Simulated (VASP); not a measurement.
# SiO2 (Stishovite) (P4_2/mnm) in VASP: a series of runs, part 2 of 2

VASP 6.6.1. The steps go on from the part before.

## (4) Single point, r2SCAN (volume scaled by 1.06, then relaxed in part)

POSCAR reads:

```
SiO2
1.0
    4.2906310956      0.0000000000      0.0000000000
    0.0000000000      4.2906310956      0.0000000000
    0.0000000000      0.0000000000      2.6916793423
Si O
2 4
Direct
    0.0000000000      0.0000000000      0.0000000000
    0.5000000000      0.5000000000      0.5000000000
    0.3092298312      0.3092298312      0.0000000000
    0.1907701688      0.8092298312      0.5000000000
    0.6907701688      0.6907701688      0.0000000000
    0.8092298312      0.1907701688      0.5000000000
```

INCAR.step1 reads:

```
SYSTEM = SiO2
  ALGO = Normal
  EDIFF = 1E-4
  ENCUT = 520
  GGA = PE
  ISMEAR = 0
  LASPH = .TRUE.
  LCHARG = .FALSE.
  LREAL = .FALSE.
  LWAVE = .TRUE.
  NBANDS = 25
  NELM = 80
  PREC = Accurate
  SIGMA = 0.02
```

INCAR.step2 reads:

```
SYSTEM = SiO2
  ALGO = Normal
  EDIFF = 1E-6
  ENCUT = 520
  ISIF = 2
  ISMEAR = 0
  ISTART = 1
  LASPH = .TRUE.
  LCHARG = .FALSE.
  LMIXTAU = .TRUE.
  LREAL = .FALSE.
  LWAVE = .FALSE.
  METAGGA = R2SCAN
  NBANDS = 25
  NELM = 80
  PREC = Accurate
  SIGMA = 0.02
```

KPOINTS reads:

```
k-points
0
G
  6 6 8
  0 0 0
```

Potentials or basis: VASP PAW PBE potentials, release 64 (Si, O).

Launch:

```sh
> cat potpaw_PBE.64/Si/POTCAR potpaw_PBE.64/O/POTCAR > POTCAR
> cp INCAR.step1 INCAR
> mpirun -np 1 vasp_std > vasp.out
> cp INCAR.step2 INCAR
> mpirun -np 1 vasp_std > vasp.out
```

OUTCAR:

```text
SYSTEM = SiO2
   EDIFF = 1E-6
   ENCUT = 520
   ISIF = 2
   ISMEAR = 0
   ISTART = 1
   LASPH = .TRUE.
   LREAL = .FALSE.
   METAGGA = R2SCAN
   NELM = 80
   PREC = Accurate

 ion  position               nearest neighbor table
   1  0.000  0.000  0.000-   4 1.78   6 1.78   4 1.78   6 1.78   5 1.88   3 1.88
   2  0.500  0.500  0.500-   3 1.78   5 1.78   3 1.78   5 1.78   4 1.88   6 1.88
   3  0.309  0.309  0.000-   2 1.78   2 1.78   1 1.88
   4  0.191  0.809  0.500-   1 1.78   1 1.78   2 1.88
   5  0.691  0.691  0.000-   2 1.78   2 1.78   1 1.88
   6  0.809  0.191  0.500-   1 1.78   1 1.78   2 1.88

  LATTYP: Found a simple tetragonal cell.
 ALAT       =     4.2906310956
 C/A-ratio  =     0.6273387952

  Lattice vectors:

 A1 = (   4.2906310956,   0.0000000000,   0.0000000000)
 A2 = (   0.0000000000,   4.2906310956,   0.0000000000)
 A3 = (   0.0000000000,   0.0000000000,   2.6916793423)

Analysis of symmetry for initial positions (statically):
=====================================================================
 Subroutine PRICEL returns:
[... 185 lines left out ...]
 cond. band min:      12.5815609899   @ k =   0.0000   0.0000   0.0000
 fundamental gap:      5.6530685523
 Fermi energy:         7.0070940860

 k-point     1 :       0.0000    0.0000    0.0000
  band No.  band energies     occupation
      1     -16.0058      2.00000
      2     -12.6832      2.00000
      3     -12.6832      2.00000
      4     -12.6512      2.00000
      5      -3.5184      2.00000
      6       0.7913      2.00000
[... 661 lines left out ...]
     24      20.7182      0.00000
     25      21.4476      0.00000

 [... further k-points ...]

------------------------ aborting loop because EDIFF is reached ----------------------------------------

  FORCE on cell =-STRESS in cart. coord.  units (eV):
  Direction    XX          YY          ZZ          XY          YZ          ZX
  --------------------------------------------------------------------------------------
  -------------------------------------------------------------------------------------
  Total       -4.5741626     -4.5741626     -4.3143004     -0.0000000      0.0000000      0.0000000
  in kB     -147.8960258   -147.8960258   -139.4939239     -0.0000000      0.0000000      0.0000000
  external PRESSURE =    -145.0953252 kB  Pullay stress =       0.0000000 kB

 VOLUME and BASIS-vectors are now :
 -----------------------------------------------------------------------------
  energy-cutoff  :      520.00
  volume of cell :       49.55
      direct lattice vectors                 reciprocal lattice vectors
     4.290631096  0.000000000  0.000000000     0.233065947  0.000000000  0.000000000
     0.000000000  4.290631096  0.000000000     0.000000000  0.233065947  0.000000000
     0.000000000  0.000000000  2.691679342     0.000000000  0.000000000  0.371515278

 POSITION                                       TOTAL-FORCE (eV/Angst)
 -----------------------------------------------------------------------------------
      0.00000      0.00000      0.00000         0.000000      0.000000      0.000000
      2.14532      2.14532      1.34584         0.000000      0.000000      0.000000
      1.32679      1.32679      0.00000        -0.021854     -0.021854      0.000000
      0.81852      3.47211      1.34584         0.021854     -0.021854      0.000000
      2.96384      2.96384      0.00000         0.021854      0.021854      0.000000
      3.47211      0.81852      1.34584        -0.021854      0.021854      0.000000
 -----------------------------------------------------------------------------------
    total drift:                                0.000000      0.000000      0.000000

  FREE ENERGIE OF THE ION-ELECTRON SYSTEM (eV)
  ---------------------------------------------------
  free  energy   TOTEN  =       -58.6542858853 eV

  energy  without entropy=      -58.6542858853  energy(sigma->0) =      -58.65428589
```

It took 4.2 min on 1 thread of AMD EPYC 7R43 (Zen 3), shared host; peak memory 0.15 GiB.

What came out:

| Item | Value |
| --- | --- |
| Free energy | -58.6543 eV |
| Pressure | -14.5 GPa |
| Largest force | 0.031 eV/Å |
| Band gap on the k mesh | 5.65 eV, direct |

Forces in eV/Å, atoms in the order of the input:
```
Si   0.000  0.000  0.000
Si   0.000  0.000  0.000
O   -0.022 -0.022  0.000
O    0.022 -0.022  0.000
O    0.022  0.022  0.000
O   -0.022  0.022  0.000
```

Levels at points of the mesh, in eV from the valence-band top:
```tsv
k point	band 13	band 14	band 15	band 16	band 17	band 18	band 19	band 20
(0.00, 0.00, 0.00)	-2.51	-0.81	-0.81	0.00	5.65	7.55	9.27	9.27
(0.50, 0.00, 0.00)	-2.57	-2.57	-1.05	-1.05	8.03	8.03	9.84	9.84
(0.50, 0.50, 0.00)	-2.36	-2.36	-2.14	-2.14	7.75	7.75	10.65	10.65
(0.00, 0.00, 0.50)	-2.72	-2.72	-2.53	-2.53	9.40	9.40	12.75	12.75
(0.50, 0.00, 0.50)	-2.18	-2.18	-1.63	-1.63	9.28	9.28	10.11	10.11
(0.50, 0.50, 0.50)	-1.78	-1.78	-1.43	-1.43	7.65	7.65	11.32	11.32
```

Caveat: the PAW data sets were made with another functional, which shifts forces and pressure a little.

## (5) Single point, r2SCAN (volume scaled by 1.10, then relaxed in part)

POSCAR reads:

```
SiO2
1.0
    4.3671938778      0.0000000000      0.0000000000
    0.0000000000      4.3671938778      0.0000000000
    0.0000000000      0.0000000000      2.6961717147
Si O
2 4
Direct
    0.0000000000      0.0000000000      0.0000000000
    0.5000000000      0.5000000000      0.5000000000
    0.3119982980      0.3119982980      0.0000000000
    0.1880017020      0.8119982980      0.5000000000
    0.6880017020      0.6880017020      0.0000000000
    0.8119982980      0.1880017020      0.5000000000
```

INCAR.step1 reads:

```
SYSTEM = SiO2
  ALGO = Normal
  EDIFF = 1E-4
  ENCUT = 520
  GGA = PE
  ISMEAR = 0
  LASPH = .True.
  LCHARG = .False.
  LREAL = .False.
  LWAVE = .True.
  NBANDS = 25
  NELM = 100
  PREC = Accurate
  SIGMA = 0.02
```

INCAR.step2 reads:

```
SYSTEM = SiO2
  ALGO = Normal
  EDIFF = 1E-7
  ENCUT = 520
  ISIF = 2
  ISMEAR = 0
  ISTART = 1
  LASPH = .True.
  LCHARG = .True.
  LELF = .True.
  LMIXTAU = .True.
  LREAL = .False.
  LVHAR = .True.
  LWAVE = .False.
  METAGGA = R2SCAN
  NBANDS = 25
  NELM = 100
  PREC = Accurate
  SIGMA = 0.02
```

KPOINTS reads:

```
k-points
0
Gamma
  6 6 8
  0 0 0
```

Launch:

```sh
> cat potpaw_PBE.64/Si/POTCAR potpaw_PBE.64/O/POTCAR > POTCAR
> cp INCAR.step1 INCAR
> mpirun -np 1 vasp_std > vasp.out
> cp INCAR.step2 INCAR
> mpirun -np 1 vasp_std > vasp.out
```

It took 3.8 min on 1 thread of AMD EPYC 7R43 (Zen 3), shared host; peak memory 0.14 GiB.

Results (log left out):

```yaml
Free_energy: -58.4435 eV
Pressure: -21.0 GPa
Largest_force: 0.029 eV/Å
Band_gap_on_the_k_mesh: 5.22 eV, direct
```

Forces on the atoms (eV/Å):
```
Si   0.000  0.000  0.000
Si   0.000  0.000  0.000
O   -0.021 -0.021  0.000
O    0.021 -0.021  0.000
O    0.021  0.021  0.000
O   -0.021  0.021  0.000
```

Stress tensor (GPa, compression positive):
```
-21.29   0.00   0.00
  0.00 -21.29   0.00
  0.00   0.00 -20.29
```

Levels at points of the mesh, in eV from the valence-band top:
| k point | band 12 | band 13 | band 14 | band 15 | band 16 | band 17 | band 18 | band 19 | band 20 | band 21 |
| --- | --- | --- | --- | --- | --- | --- | --- | --- | --- | --- |
| (0.00, 0.00, 0.00) | -2.77 | -2.50 | -0.75 | -0.75 | 0.00 | 5.22 | 7.54 | 9.23 | 9.23 | 12.09 |
| (0.50, 0.00, 0.00) | -3.33 | -2.47 | -2.47 | -1.04 | -1.04 | 7.67 | 7.67 | 9.81 | 9.81 | 11.10 |
| (0.50, 0.50, 0.00) | -2.86 | -2.11 | -2.11 | -2.02 | -2.02 | 7.39 | 7.39 | 10.48 | 10.48 | 12.64 |
| (0.00, 0.00, 0.50) | -4.01 | -2.45 | -2.45 | -2.41 | -2.41 | 9.00 | 9.00 | 11.97 | 11.97 | 13.02 |
| (0.50, 0.00, 0.50) | -3.37 | -2.09 | -2.09 | -1.51 | -1.51 | 8.99 | 8.99 | 9.60 | 9.60 | 12.88 |
| (0.50, 0.50, 0.50) | -3.93 | -1.78 | -1.78 | -1.31 | -1.31 | 7.42 | 7.42 | 10.82 | 10.82 | 12.76 |

Caveat: the PAW data sets were made with another functional, which shifts forces and pressure a little. A k mesh can miss the band edges.

## (6) The runs side by side

| cell | gap on the mesh (eV) | pressure (GPa) | largest force (eV/Å) |
| --- | --- | --- | --- |
| a = 4.185, b = 4.185, c = 2.669 Å, 6 atoms | 6.51 | 0.4 | 0.02 |
| a = 4.237, b = 4.237, c = 2.682 Å, 6 atoms | 6.05 | -7.9 | 0.02 |
| a = 4.291, b = 4.291, c = 2.692 Å, 6 atoms | 5.65 | -14.5 | 0.03 |
| a = 4.367, b = 4.367, c = 2.696 Å, 6 atoms | 5.22 | -21.0 | 0.03 |

Alike in all rows: task single point; level r2SCAN; potentials or basis VASP PAW PBE potentials, release 64 (Si, O); no spin polarisation; k mesh 6 × 6 × 8; cutoff (eV) 520; smearing gaussian 0.02 eV.

Caveats: the PAW data sets were made with another functional, which shifts forces and pressure a little.

Absolute energies hang on the potentials; compare differences alone.
